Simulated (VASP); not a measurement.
# Mo (I4/mmm) in VASP: notebook

Mo is run at these levels: PBE; tasks: single point.

Program: VASP 6.6.1. These are calculated values, not measurements. Logs are shortened: lines on timing, memory, paths and dates and some standing lists are left out, and cuts for length are marked.

## Step 1: The cell of the first run

Symmetry: I4/mmm, No. 139, tetragonal system. Conventional cell: a = 3.142 Å, b = 3.142 Å, c = 3.378 Å, α = 90.00°, β = 90.00°, γ = 90.00°. Mo (site symmetry 4/mmm) has 14 Mo at 2.79 to 3.38 Å within 3.7 Å.

## Step 2: Single point, PBE (strain +0.0750 x Voigt [0, 0, 1, 0, 0, 0])

INCAR

```
PREC = Accurate
ENCUT = 520
EDIFF = 1E-6
ISMEAR = 0
SIGMA = 0.15
LREAL = False
LASPH = True
NELM = 100
ALGO = Fast
ISIF = 2
LWAVE = False
LCHARG = True
GGA = PE
LELF = True
LVHAR = True
NBANDS = 13
```

KPOINTS

```
Automatic mesh
0
Gamma
  22 22 22
```

POSCAR

```
Mo
1.0
   -1.5710000000      1.5710000000      1.6888250000
    1.5710000000     -1.5710000000      1.6888250000
    1.5710000000      1.5710000000     -1.6888250000
Mo
1
Direct
    0.0000000000      0.0000000000      0.0000000000
```

Potentials or basis: VASP PAW PBE potentials, release 64 (Mo_sv).

The run is started by

```bash
> cat potpaw_PBE.64/Mo_sv/POTCAR > POTCAR
> mpirun -np 1 vasp_std > vasp.out
```

OUTCAR:

```text
PREC = Accurate
   ENCUT = 520
   EDIFF = 1E-6
   ISMEAR = 0
   LREAL = False
   LASPH = True
   NELM = 100
   ISIF = 2
   GGA = PE

 ion  position               nearest neighbor table
   1  0.000  0.000  0.000-

  LATTYP: Found a body centered tetragonal cell.
 ALAT       =     3.1420000000
 C/A-ratio  =     1.0750000000

  Lattice vectors:

 A1 = (  -1.5710000000,   1.5710000000,   1.6888250000)
 A2 = (   1.5710000000,  -1.5710000000,   1.6888250000)
 A3 = (   1.5710000000,   1.5710000000,  -1.6888250000)

Analysis of symmetry for initial positions (statically):
=====================================================================
 Subroutine PRICEL returns:
 Original cell was already a primitive cell.

 Routine SETGRP: Setting up the symmetry group for a
 body centered tetragonal supercell.

 Subroutine GETGRP returns: Found 16 space group operations
 (whereof 16 operations were pure point group operations)
 out of a pool of 16 trial point group operations.

The static configuration has the point symmetry D_4h.

Analysis of symmetry for dynamics (positions and initial velocities):
=====================================================================
 Subroutine PRICEL returns:
 Original cell was already a primitive cell.

 Routine SETGRP: Setting up the symmetry group for a
 body centered tetragonal supercell.

 Subroutine GETGRP returns: Found 16 space group operations
 (whereof 16 operations were pure point group operations)
 out of a pool of 16 trial point group operations.

The dynamic configuration has the point symmetry D_4h.

 Subroutine INISYM returns: Found 16 space group operations
 (whereof 16 operations are pure point group operations),
 and found     1 'primitive' translations

----------------------------------------------------------------------------------------

                                     Primitive cell

  volume of cell :      16.6724

  direct lattice vectors                    reciprocal lattice vectors
    -1.571000000  1.571000000  1.688825000     0.000000000  0.318268619  0.296063831
     1.571000000 -1.571000000  1.688825000     0.318268619  0.000000000  0.296063831
     1.571000000  1.571000000 -1.688825000     0.318268619  0.318268619  0.000000000

  length of vectors
     2.790736799  2.790736799  2.790736799     0.434682305  0.434682305  0.450099797

  position of ions in fractional coordinates (direct lattice)
     0.000000000  0.000000000  0.000000000

  ion indices of the primitive-cell ions
   primitive index   ion index
                 1           1

----------------------------------------------------------------------------------------

 KPOINTS: Automatic mesh

Automatic generation of k-mesh.
 Grid dimensions read from file:
 generate k-points for:   22   22   22

 Generating k-lattice:

  Cartesian coordinates                     Fractional coordinates (reciprocal lattice)
     0.000000000  0.014466755  0.013457447     0.045454545  0.000000000  0.000000000
     0.014466755  0.000000000  0.013457447     0.000000000  0.045454545  0.000000000
     0.014466755  0.014466755  0.000000000     0.000000000  0.000000000  0.045454545

  Length of vectors
     0.019758287  0.019758287  0.020459082

  Shift w.r.t. Gamma in fractional coordinates (k-lattice)
     0.000000000  0.000000000  0.000000000

 Subroutine IBZKPT returns following result:
 ===========================================

 Found    834 irreducible k-points:

 Following reciprocal coordinates:
            Coordinates               Weight
  0.000000  0.000000  0.000000      1.000000
  0.045455  0.000000  0.000000      8.000000
  0.090909  0.000000  0.000000      8.000000
  0.136364  0.000000  0.000000      8.000000
  0.181818  0.000000  0.000000      8.000000
  0.227273  0.000000  0.000000      8.000000
[... 16 lines left out ...]
  0.500000  0.045455  0.000000     16.000000
 -0.454545  0.045455  0.000000     16.000000
 [... further k-points ...]
   k-points           NKPTS =    834   k-points in BZ     NKDIM =    834   number of bands    NBANDS=     13
   number of dos      NEDOS =    301   number of ions     NIONS =      1
   total plane-waves  NPLWV =  13824
   dimension x,y,z NGX =    24 NGY =   24 NGZ =   24
   dimension x,y,z NGXF=    48 NGYF=   48 NGZF=   48
   ions per type =               1
   NGX,Y,Z   is equivalent  to a cutoff of  14.30, 14.30, 14.30 a.u.
   NGXF,Y,Z  is equivalent  to a cutoff of  28.59, 28.59, 28.59 a.u.
 SYSTEM =  unknown system
   PREC   = accura    normal or accurate (medium, high low for compatibility)
   ISTART =      0    job   : 0-new  1-cont  2-samecut
   ICHARG =      2    charge: 1-file 2-atom 10-const
   ISPIN  =      1    spin polarized calculation?
   LNONCOLLINEAR =      F non collinear calculations
   LSORBIT =      F    spin-orbit coupling
   LASPH  =      T    aspherical Exc in radial PAW
   ENCUT  =  520.0 eV  38.22 Ry    6.18 a.u.   5.19  5.19  5.19*2*pi/ulx,y,z
   NELM   =    100;   NELMIN=  2; NELMDL= -5     # of ELM steps
   EDIFF  = 0.1E-05   stopping-criterion for ELM
   LREAL  =      F    real-space projection
   EDIFFG = 0.1E-04   stopping-criterion for IOM
   NSW    =      0    number of steps for IOM
   IBRION =     -1    ionic relax: 0-MD 1-quasi-New 2-CG
   NFREE  =      0    steps in history (QN), initial steepest desc. (CG)
   ISIF   =      2    stress and relaxation
   ISYM   =      2    0-nonsym 1-usesym 2-fastsym
   POTIM  = 0.5000    time-step for ionic-motion
   TEBEG  =    0.0;   TEEND  =   0.0 temperature during run
   PSTRESS=    0.0 pullay stress
   NELECT =      14.0000    total number of electrons
   NUPDOWN=      -1.0000    fix difference up-down
   EMIN   =  10.00;   EMAX   =-10.00  energy-range for DOS
   EFERMI =   0.00;   METHOD = LEGACY
   ISMEAR =     0;   SIGMA  =   0.15  broadening in eV -4-tet -1-fermi 0-gaus
   EFERMI_NEDOS =   21; number of points for ismear=-14 and -15
   IALGO  =     68    algorithm
   IMIX   =      4    mixing-type and parameters
     AMIX     =   0.40;   BMIX     =  1.00
     AMIX_MAG =   1.60;   BMIX_MAG =  1.00
  volume/ion in A,a.u.               =      16.67       112.51
  Fermi-wavevector in a.u.,A,eV,Ry     =   1.544490  2.918663 32.456020  2.385450
  Thomas-Fermi vector in A             =   2.650004
   LORBIT       =      0    0 simple, 1 ext, 2 COOP (PROOUT), +10 PAW based schemes
   GGA     = PE    functional components
   LHFCALC =     F    Hartree Fock is set to
   AEXX    =    0.0000 exact exchange contribution
   IVDW    =     0    specifies the selected vdW correction
   LEPSILON=     F    determine dielectric tensor
   LRPA    =     F    only Hartree local field effects (RPA)
 non-spin polarized calculation
 RMM-DIIS sequential band-by-band and
 Gauss-broadening in eV      SIGMA  =   0.15
  energy-cutoff  :      520.00
  volume of cell :       16.67
 maximum number of plane-waves:       460
 NGX is ok and might be reduce to    24
   NGX = 11   NGY = 11   NGZ = 11

 number of electron      14.0000000 magnetization

 Free energy of the ion-electron system (eV)
  ---------------------------------------------------
  ext. energy  EPLUGINS =         0.00000000
  ---------------------------------------------------
  free energy    TOTEN  =       -10.85919244 eV

  energy without entropy =      -10.85136680  energy(sigma->0) =      -10.85527962

 E-fermi :  11.5746     XC(G=0): -13.0293

 val. band max:       11.5691624286   @ k =  -0.2727  -0.4545   0.2727
 cond. band min:      11.5838351288   @ k =  -0.0909  -0.1364   0.0455
 fundamental gap:      0.0146727002
 Fermi energy:        11.5745840414

 k-point     1 :       0.0000    0.0000    0.0000
  band No.  band energies     occupation
      1     -49.6929      2.00000
      2     -23.1032      2.00000
      3     -23.0893      2.00000
      4     -23.0893      2.00000
      5       4.5717      2.00000
      6      10.1438      2.00000
      7      10.1438      2.00000
      8      10.8620      2.00000
      9      12.6218      0.00000
     10      13.5232      0.00000
     11      25.5172      0.00000
     12      26.7965      0.00000
     13      26.7965      0.00000

 k-point     2 :       0.0455    0.0000    0.0000
  band No.  band energies     occupation
      1     -49.6889      2.00000
      2     -23.1224      2.00000
      3     -23.0963      2.00000
      4     -23.0947      2.00000
      5       4.6556      2.00000
      6      10.1406      2.00000
      7      10.1638      2.00000
      8      10.8742      2.00000
      9      12.5796      0.00000
     10      13.4948      0.00000
     11      25.6490      0.00000
     12      26.8718      0.00000
     13      26.9349      0.00000

 k-point     3 :       0.0909    0.0000    0.0000
  band No.  band energies     occupation
      1     -49.6773      2.00000
      2     -23.1926      2.00000
      3     -23.1169      2.00000
      4     -23.0960      2.00000
      5       4.9001      2.00000
      6      10.1236      2.00000
      7      10.1697      2.00000
      8      10.9691      2.00000
      9      12.4700      0.00000
     10      13.4290      0.00000
     11      25.9882      0.00000
     12      27.0627      0.00000
     13      27.3426      0.00000
[... 305 lines left out ...]
 k-point    23 :       0.5000    0.0455    0.0000
  band No.  band energies     occupation
      1     -49.4931      2.00000
      2     -24.2301      2.00000
      3     -23.4335      2.00000
      4     -23.1061      2.00000
      5       6.7320      2.00000
      6       8.7887      2.00000
      7      12.2695      0.00000
      8      12.7898      0.00000
      9      13.9518      0.00000
     10      15.9075      0.00000
     11      22.0725      0.00000
     12      23.6611      0.00000
     13      28.5348      0.00000

 k-point    24 :      -0.4545    0.0455    0.0000
  band No.  band energies     occupation
      1     -49.5009      2.00000
      2     -24.1888      2.00000
      3     -23.4195      2.00000
      4     -23.1072      2.00000
      5       6.7774      2.00000
      6       8.8424      2.00000
      7      11.9175      0.00122
      8      12.7622      0.00000
      9      13.8727      0.00000
     10      15.5572      0.00000
     11      22.5645      0.00000
     12      23.8726      0.00000
     13      29.0652      0.00000

 [... further k-points ...]
[... 5 lines left out ...]
  --------------------------------------------------------------------------------------
  -------------------------------------------------------------------------------------
  Total       -0.5946854     -0.5946854     -2.4033536      0.0000000      0.0000000      0.0000000
  in kB      -57.1479787    -57.1479787   -230.9570604      0.0000000      0.0000000      0.0000000
  external PRESSURE =    -115.0843393 kB  Pullay stress =       0.0000000 kB

 VOLUME and BASIS-vectors are now :
 -----------------------------------------------------------------------------
  energy-cutoff  :      520.00
  volume of cell :       16.67
      direct lattice vectors                 reciprocal lattice vectors
    -1.571000000  1.571000000  1.688825000     0.000000000  0.318268619  0.296063831
     1.571000000 -1.571000000  1.688825000     0.318268619  0.000000000  0.296063831
     1.571000000  1.571000000 -1.688825000     0.318268619  0.318268619  0.000000000

 POSITION                                       TOTAL-FORCE (eV/Angst)
 -----------------------------------------------------------------------------------
      0.00000      0.00000      0.00000        -0.000000     -0.000000      0.000000
 -----------------------------------------------------------------------------------
    total drift:                               -0.000000      0.000000     -0.000000

  FREE ENERGIE OF THE ION-ELECTRON SYSTEM (eV)
  ---------------------------------------------------
  free  energy   TOTEN  =       -10.8591924433 eV

  energy  without entropy=      -10.8513668033  energy(sigma->0) =      -10.85527962
```

Run time: 1.8 min. Hardware: 1 thread of Intel Xeon 6975P-C, shared host; peak memory 0.28 GiB.

Results:

- Free energy: -10.8592 eV
- Pressure: -11.5 GPa
- Band gap on the k mesh: zero (band 7 reaches 15.07 eV, above the bottom of band 8 at 10.65 eV)

Caveat: the cell differs from its parent crystal (strain +0.0750 x Voigt [0, 0, 1, 0, 0, 0]).

## Step 3: Single point, PBE (strain +0.0875 x Voigt [0, 0, 1, 0, 0, 0])

INCAR

```
PREC = Accurate
ENCUT = 520
EDIFF = 1E-6
ISMEAR = 0
SIGMA = 0.15
LREAL = F
LASPH = T
NELM = 100
ALGO = Fast
ISIF = 2
LWAVE = F
LCHARG = T
GGA = PE
LELF = T
LVHAR = T
NBANDS = 13
```

KPOINTS is that of step 2.

POSCAR

```
Mo
1.0
   -1.5710000000      1.5710000000      1.7084625000
    1.5710000000     -1.5710000000      1.7084625000
    1.5710000000      1.5710000000     -1.7084625000
Mo
1
Direct
    0.0000000000      0.0000000000      0.0000000000
```

Potentials or basis: VASP PAW PBE potentials, release 64 (Mo_sv).

The run is started by

```bash
> cat potpaw_PBE.64/Mo_sv/POTCAR > POTCAR
> mpirun -np 1 vasp_std > vasp.out
```

Run time: 98 s. Hardware: 1 thread of Intel Xeon 6975P-C, shared host; peak memory 0.29 GiB.

The run converged. Its results:

```
Free energy            : -10.8292 eV
Pressure               : -13.6 GPa
Band gap on the k mesh : zero (band 7 reaches 14.81 eV, above the bottom of band 8 at 10.52 eV)
```

Stress tensor (GPa, compression positive):
```
 -7.26   0.00   0.00
  0.00  -7.26   0.00
  0.00   0.00 -26.42
```

Levels at points of the mesh, in eV from the Fermi level:
```tsv
k point	band 5	band 6	band 7	band 8	band 9	band 10
(0.00, 0.00, 0.00)	-6.96	-1.42	-1.42	-0.61	0.95	1.97
(0.50, 0.00, 0.00)	-4.84	-2.70	0.86	1.21	2.25	4.12
(0.50, 0.50, 0.00)	-4.92	-3.60	1.81	2.21	2.47	4.34
(0.50, 0.50, 0.50)	-4.96	-4.76	3.42	3.68	3.68	7.12
```

Caveat: the cell differs from its parent crystal (strain +0.0875 x Voigt [0, 0, 1, 0, 0, 0]).

## Step 4: Single point, PBE (strain +0.1000 x Voigt [0, 0, 1, 0, 0, 0])

INCAR

```
SYSTEM = Mo
  PREC = Accurate
  ENCUT = 520
  EDIFF = 1E-6
  ISMEAR = 0
  SIGMA = 0.15
  LREAL = .FALSE.
  LASPH = .TRUE.
  NELM = 100
  ALGO = Fast
  ISIF = 2
  LWAVE = .FALSE.
  LCHARG = .FALSE.
  GGA = PE
  NBANDS = 13
```

KPOINTS

```
Automatic mesh
0
G
  22 22 22
  0 0 0
```

POSCAR

```
Mo
1.0
   -1.5710000000      1.5710000000      1.7281000000
    1.5710000000     -1.5710000000      1.7281000000
    1.5710000000      1.5710000000     -1.7281000000
Mo
1
Direct
    0.0000000000      0.0000000000      0.0000000000
```

The run is started by

```bash
> cat potpaw_PBE.64/Mo_sv/POTCAR > POTCAR
> mpirun -np 1 vasp_std > vasp.out
```

It took 93 s on 1 thread of Intel Xeon 6975P-C, shared host; peak memory 0.29 GiB.

Results (log left out):

- Free energy: -10.7954 eV
- Pressure: -15.6 GPa
- Band gap on the k mesh: zero (band 7 reaches 14.57 eV, above the bottom of band 8 at 10.38 eV)

Stress tensor (GPa, compression positive):
```
 -8.75   0.00   0.00
  0.00  -8.75   0.00
  0.00   0.00 -29.39
```

Levels at points of the mesh, in eV from the Fermi level:
```
           k point  band 4  band 5  band 6  band 7  band 8  band 9  band 10  band 11
(0.00, 0.00, 0.00)  -34.70   -6.91   -1.41   -1.41   -0.51    0.87     1.98    13.71
(0.50, 0.00, 0.00)  -34.71   -4.77   -2.60    0.75    1.17    2.26     4.03    10.12
(0.50, 0.50, 0.00)  -34.77   -4.86   -3.60    1.84    2.27    2.48     4.28    10.99
(0.50, 0.50, 0.50)  -35.36   -4.88   -4.66    3.35    3.63    3.63     6.86     9.27
```

Caveat: the cell differs from its parent crystal (strain +0.1000 x Voigt [0, 0, 1, 0, 0, 0]).

## Step 5: Summary

```csv
cell,gap on the mesh (eV),pressure (GPa)
"a = 2.791 Å, angles 111.5, 111.5, 105.5°, 1 atom",none,-11.5
"a = 2.803 Å, angles 111.8, 111.8, 104.9°, 1 atom",none,-13.6
"a = 2.815 Å, angles 112.1, 112.1, 104.2°, 1 atom",none,-15.6
```

Alike in all rows: task single point; level PBE; potentials or basis VASP PAW PBE potentials, release 64 (Mo_sv); no spin polarisation; k mesh 22 × 22 × 22; cutoff (eV) 520; smearing gaussian 0.15 eV.

Total energies depend on the potentials used, so only differences within one code and one set of settings carry meaning.
